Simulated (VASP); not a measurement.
# MnSi (P2_13) in VASP: single point with PBE

Aim: the single point of MnSi with PBE.

Program: VASP 6.6.1. These are calculated values, not measurements. Logs are shortened: lines on timing, memory, paths and dates and some standing lists are left out, and cuts for length are marked.

## (1) The cell of the first run

It takes space group P2_13 (No. 198, cubic). Conventional cell: a = 4.425 Å, b = 4.425 Å, c = 4.425 Å, α = 90.00°, β = 90.00°, γ = 90.00°. Mn (site symmetry 3) has 7 Si at 2.24 to 2.46 Å and 6 Mn at 2.71 Å within 3.0 Å. Within 3.0 Å of Si (site symmetry 3) lie 7 Mn at 2.24 to 2.46 Å and 6 Si at 2.73 Å.

## (2) Single point, PBE, collinear spin, ferromagnetic start (10.83 Å³/atom)

INCAR

```
ALGO     = Normal         # electronic algorithm
EDIFF    = 1E-7           # SCF threshold, eV
ENCUT    = 520            # plane-wave cutoff, eV
GGA      = PE             # functional
ISIF     = 2              # what is computed and relaxed
ISMEAR   = 0              # smearing method
ISPIN    = 2              # spin polarisation
LASPH    = T              # aspherical terms in the spheres
LCHARG   = F              # write CHGCAR
LMAXMIX  = 4              # l up to which the mixer works
LORBIT   = 11             # projections on sites
LREAL    = F              # projectors in reciprocal space
LWAVE    = F              # write WAVECAR
MAGMOM   = 1.09 1.09 1.09 1.09 0 0 0 0 # initial moments
NBANDS   = 48             # bands
NELM     = 150            # most SCF steps
PREC     = Accurate       # precision mode
SIGMA    = 0.1            # smearing width, eV
```

KPOINTS

```
k-points
0
Gamma
  8 8 8
```

POSCAR

```
MnSi
1.0
    4.4253568229      0.0000000000      0.0000000000
    0.0000000000      4.4253568229      0.0000000000
    0.0000000000      0.0000000000      4.4253568229
Mn Si
4 4
Direct
    0.1381473693      0.1381473693      0.1381473693
    0.3618526307      0.8618526307      0.6381473693
    0.6381473693      0.3618526307      0.8618526307
    0.8618526307      0.6381473693      0.3618526307
    0.8458998512      0.8458998512      0.8458998512
    0.6541001488      0.1541001488      0.3458998512
    0.3458998512      0.6541001488      0.1541001488
    0.1541001488      0.3458998512      0.6541001488
```

Potentials or basis: VASP PAW PBE potentials, release 64 (Mn_pv, Si).

On the command line:

```bash
cat potpaw_PBE.64/Mn_pv/POTCAR potpaw_PBE.64/Si/POTCAR > POTCAR
mpirun -np 1 vasp_std > vasp.out
```

OUTCAR:

```text
EDIFF = 1E-7
   ENCUT = 520
   GGA = PE
   ISIF = 2
   ISMEAR = 0
   ISPIN = 2
   LASPH = T
   LORBIT = 11
   LREAL = F
   NELM = 150
   PREC = Accurate

 ion  position               nearest neighbor table
   1  0.138  0.138  0.138-   5 2.24   6 2.33   7 2.33   8 2.33   7 2.46   8 2.46   6 2.46   3 2.71
                             4 2.71   2 2.71   2 2.71   4 2.71   3 2.71
   2  0.362  0.862  0.638-   6 2.24   5 2.33   7 2.33   8 2.33   7 2.46   8 2.46   5 2.46   1 2.71
                             1 2.71   3 2.71   3 2.71   4 2.71   4 2.71
   3  0.638  0.362  0.862-   7 2.24   6 2.33   5 2.33   8 2.33   8 2.46   6 2.46   5 2.46   1 2.71
                             4 2.71   2 2.71   2 2.71   4 2.71   1 2.71
   4  0.862  0.638  0.362-   8 2.24   6 2.33   7 2.33   5 2.33   6 2.46   5 2.46   7 2.46   1 2.71
                             3 2.71   2 2.71   1 2.71   2 2.71   3 2.71
   5  0.846  0.846  0.846-   1 2.24   2 2.33   3 2.33   4 2.33   3 2.46   4 2.46   2 2.46   6 2.73
                             7 2.73   8 2.73   6 2.73   8 2.73   7 2.73
   6  0.654  0.154  0.346-   2 2.24   1 2.33   3 2.33   4 2.33   3 2.46   4 2.46   1 2.46   8 2.73
                             5 2.73   5 2.73   7 2.73   7 2.73   8 2.73
   7  0.346  0.654  0.154-   3 2.24   2 2.33   1 2.33   4 2.33   4 2.46   2 2.46   1 2.46   8 2.73
                             5 2.73   8 2.73   6 2.73   6 2.73   5 2.73
   8  0.154  0.346  0.654-   4 2.24   2 2.33   3 2.33   1 2.33   2 2.46   1 2.46   3 2.46   7 2.73
                             5 2.73   7 2.73   5 2.73   6 2.73   6 2.73

  LATTYP: Found a simple cubic cell.
 ALAT       =     4.4253568229

  Lattice vectors:

 A1 = (   4.4253568229,   0.0000000000,   0.0000000000)
 A2 = (   0.0000000000,   4.4253568229,   0.0000000000)
 A3 = (   0.0000000000,   0.0000000000,   4.4253568229)

Analysis of symmetry for initial positions (statically):
=====================================================================
 Subroutine PRICEL returns:
 Original cell was already a primitive cell.

 Routine SETGRP: Setting up the symmetry group for a
 simple cubic supercell.

 Subroutine GETGRP returns: Found 12 space group operations
 (whereof  3 operations were pure point group operations)
 out of a pool of 48 trial point group operations.

The static configuration has the point symmetry C_3 .
 The point group associated with its full space group is T   .

Analysis of symmetry for dynamics (positions and initial velocities):
=====================================================================
 Subroutine PRICEL returns:
 Original cell was already a primitive cell.

 Routine SETGRP: Setting up the symmetry group for a
 simple cubic supercell.

 Subroutine GETGRP returns: Found 12 space group operations
 (whereof  3 operations were pure point group operations)
 out of a pool of 48 trial point group operations.

The dynamic configuration has the point symmetry C_3 .
 The point group associated with its full space group is T   .

Analysis of structural, dynamic, and magnetic symmetry:
=====================================================================
 Subroutine PRICEL returns:
 Original cell was already a primitive cell.

 Routine SETGRP: Setting up the symmetry group for a
 simple cubic supercell.

 Subroutine GETGRP returns: Found 12 space group operations
 (whereof  3 operations were pure point group operations)
 out of a pool of 48 trial point group operations.

The overall configuration has the point symmetry C_3 .
 The point group associated with its full space group is T   .

 Subroutine INISYM returns: Found 12 space group operations
 (whereof  3 operations are pure point group operations),
 and found     1 'primitive' translations

----------------------------------------------------------------------------------------

                                     Primitive cell

  volume of cell :      86.6652

  direct lattice vectors                    reciprocal lattice vectors
     4.425356823  0.000000000  0.000000000     0.225970479  0.000000000  0.000000000
     0.000000000  4.425356823  0.000000000     0.000000000  0.225970479  0.000000000
     0.000000000  0.000000000  4.425356823     0.000000000  0.000000000  0.225970479

  length of vectors
     4.425356823  4.425356823  4.425356823     0.225970479  0.225970479  0.225970479

  position of ions in fractional coordinates (direct lattice)
     0.138147369  0.138147369  0.138147369
[... 81 lines left out ...]
   PREC   = accura    normal or accurate (medium, high low for compatibility)
   ISTART =      0    job   : 0-new  1-cont  2-samecut
   ICHARG =      2    charge: 1-file 2-atom 10-const
   ISPIN  =      2    spin polarized calculation?
   LNONCOLLINEAR =      F non collinear calculations
   LSORBIT =      F    spin-orbit coupling
   LASPH  =      T    aspherical Exc in radial PAW
   ENCUT  =  520.0 eV  38.22 Ry    6.18 a.u.   8.23  8.23  8.23*2*pi/ulx,y,z
   NELM   =    150;   NELMIN=  2; NELMDL= -5     # of ELM steps
   EDIFF  = 0.1E-06   stopping-criterion for ELM
   LREAL  =      F    real-space projection
   EDIFFG = 0.1E-05   stopping-criterion for IOM
   NSW    =      0    number of steps for IOM
   IBRION =     -1    ionic relax: 0-MD 1-quasi-New 2-CG
   NFREE  =      0    steps in history (QN), initial steepest desc. (CG)
   ISIF   =      2    stress and relaxation
   ISYM   =      2    0-nonsym 1-usesym 2-fastsym
   POTIM  = 0.5000    time-step for ionic-motion
   TEBEG  =    0.0;   TEEND  =   0.0 temperature during run
   PSTRESS=    0.0 pullay stress
   NELECT =      68.0000    total number of electrons
   NUPDOWN=      -1.0000    fix difference up-down
   EMIN   =  10.00;   EMAX   =-10.00  energy-range for DOS
   EFERMI =   0.00;   METHOD = LEGACY
   ISMEAR =     0;   SIGMA  =   0.10  broadening in eV -4-tet -1-fermi 0-gaus
   EFERMI_NEDOS =   21; number of points for ismear=-14 and -15
   IALGO  =     38    algorithm
   IMIX   =      4    mixing-type and parameters
     AMIX     =   0.40;   BMIX     =  1.00
     AMIX_MAG =   1.60;   BMIX_MAG =  1.00
  volume/ion in A,a.u.               =      10.83        73.11
  Fermi-wavevector in a.u.,A,eV,Ry     =   1.509951  2.853394 31.020629  2.279952
  Thomas-Fermi vector in A             =   2.620205
   LORBIT       =     11    0 simple, 1 ext, 2 COOP (PROOUT), +10 PAW based schemes
   GGA     = PE    functional components
   LHFCALC =     F    Hartree Fock is set to
   AEXX    =    0.0000 exact exchange contribution
   IVDW    =     0    specifies the selected vdW correction
   LEPSILON=     F    determine dielectric tensor
   LRPA    =     F    only Hartree local field effects (RPA)
 spin polarized calculation
 Gauss-broadening in eV      SIGMA  =   0.10
  energy-cutoff  :      520.00
  volume of cell :       86.67
 maximum number of plane-waves:      2360
 NGX is ok and might be reduce to    36
   NGX = 17   NGY = 17   NGZ = 17

 number of electron      67.9999972 magnetization       3.5885966

 Free energy of the ion-electron system (eV)
  ---------------------------------------------------
  ext. energy  EPLUGINS =         0.00000000
  ---------------------------------------------------
  free energy    TOTEN  =       -61.20489964 eV

  energy without entropy =      -61.18053072  energy(sigma->0) =      -61.19271518

 E-fermi :  11.9948     XC(G=0): -13.1403

 val. band max:       11.9947748404   @ k =   0.5000   0.5000   0.3750
 cond. band min:      11.9985261269   @ k =   0.3750   0.3750   0.1250
 fundamental gap:      0.0037512865
 Fermi energy:        11.9948277060

 spin component 1

 k-point     1 :       0.0000    0.0000    0.0000
  band No.  band energies     occupation
      1     -36.3462      1.00000
      2     -36.3462      1.00000
      3     -36.3462      1.00000
      4     -36.2553      1.00000
      5     -36.2553      1.00000
      6     -36.2553      1.00000
[... 1165 lines left out ...]
     45      16.5515      0.00000
     46      17.3106      0.00000

 [... further k-points ...]

 spin component 2

 k-point     1 :       0.0000    0.0000    0.0000
  band No.  band energies     occupation
      1     -35.4424      1.00000
      2     -35.4424      1.00000
      3     -35.4424      1.00000
      4     -35.3325      1.00000
      5     -35.2368      1.00000
      6     -35.2368      1.00000
[... 1165 lines left out ...]
     45      16.9696      0.00000
     46      17.6293      0.00000

 [... further k-points ...]

 [bands above 46 left out]

------------------------ aborting loop because EDIFF is reached ----------------------------------------

  FORCE on cell =-STRESS in cart. coord.  units (eV):
  Direction    XX          YY          ZZ          XY          YZ          ZX
  --------------------------------------------------------------------------------------
  -------------------------------------------------------------------------------------
  Total        7.8186934      7.8186934      7.8186934     -0.0000000     -0.0000000      0.0000000
  in kB      144.5439376    144.5439376    144.5439376     -0.0000000     -0.0000000      0.0000000
  external PRESSURE =     144.5439376 kB  Pullay stress =       0.0000000 kB

 VOLUME and BASIS-vectors are now :
 -----------------------------------------------------------------------------
  energy-cutoff  :      520.00
  volume of cell :       86.67
      direct lattice vectors                 reciprocal lattice vectors
     4.425356823  0.000000000  0.000000000     0.225970479  0.000000000  0.000000000
     0.000000000  4.425356823  0.000000000     0.000000000  0.225970479  0.000000000
     0.000000000  0.000000000  4.425356823     0.000000000  0.000000000  0.225970479

 POSITION                                       TOTAL-FORCE (eV/Angst)
 -----------------------------------------------------------------------------------
      0.61135      0.61135      0.61135         0.008263      0.008263      0.008263
      1.60133      3.81401      2.82403        -0.008263     -0.008263      0.008263
      2.82403      1.60133      3.81401         0.008263     -0.008263     -0.008263
      3.81401      2.82403      1.60133        -0.008263      0.008263     -0.008263
      3.74341      3.74341      3.74341        -0.000128     -0.000128     -0.000128
      2.89463      0.68195      1.53073         0.000128      0.000128     -0.000128
      1.53073      2.89463      0.68195        -0.000128      0.000128      0.000128
      0.68195      1.53073      2.89463         0.000128     -0.000128      0.000128
 -----------------------------------------------------------------------------------
    total drift:                               -0.000001     -0.000000      0.000000

  FREE ENERGIE OF THE ION-ELECTRON SYSTEM (eV)
  ---------------------------------------------------
  free  energy   TOTEN  =       -61.2048996370 eV

  energy  without entropy=      -61.1805307207  energy(sigma->0) =      -61.19271518

 total charge

# of ion       s       p       d       tot
------------------------------------------
    1        0.356   6.431   5.356  12.143
    2        0.356   6.431   5.356  12.143
    3        0.356   6.431   5.356  12.143
    4        0.356   6.431   5.356  12.143
    5        0.746   0.947   0.000   1.692
    6        0.746   0.947   0.000   1.692
    7        0.746   0.947   0.000   1.692
    8        0.746   0.947   0.000   1.692
--------------------------------------------------
tot          4.404  29.509  21.425  55.339

 magnetization (x)

# of ion       s       p       d       tot
------------------------------------------
    1        0.001   0.007   0.935   0.942
    2        0.001   0.007   0.935   0.942
    3        0.001   0.007   0.935   0.942
    4        0.001   0.007   0.935   0.942
    5       -0.011  -0.030   0.000  -0.041
    6       -0.011  -0.030   0.000  -0.041
    7       -0.011  -0.030   0.000  -0.041
    8       -0.011  -0.030   0.000  -0.041
--------------------------------------------------
tot         -0.042  -0.092   3.739   3.605
```

Run time: 7.4 min. Hardware: 1 thread of Intel Xeon Platinum 8259CL at 2.50GHz (Skylake/Cascade Lake), shared host; peak memory 0.39 GiB.

Results:

| Quantity | Value |
| --- | --- |
| Free energy | -61.2049 eV |
| Pressure | 14.5 GPa |
| Largest force | 0.014 eV/Å |
| Net moment | 3.59 μB per cell |
| Site moments | Mn +0.94; Si -0.04 μB |
| Valence electrons inside the program's atomic spheres | Mn 12.14; Si 1.69 |

Forces in eV/Å, atoms in the order of the input:
```
Mn   0.008  0.008  0.008
Mn  -0.008 -0.008  0.008
Mn   0.008 -0.008 -0.008
Mn  -0.008  0.008 -0.008
Si   0.000  0.000  0.000
Si   0.000  0.000  0.000
Si   0.000  0.000  0.000
Si   0.000  0.000  0.000
```

Caveat: the cell stands under pressure.
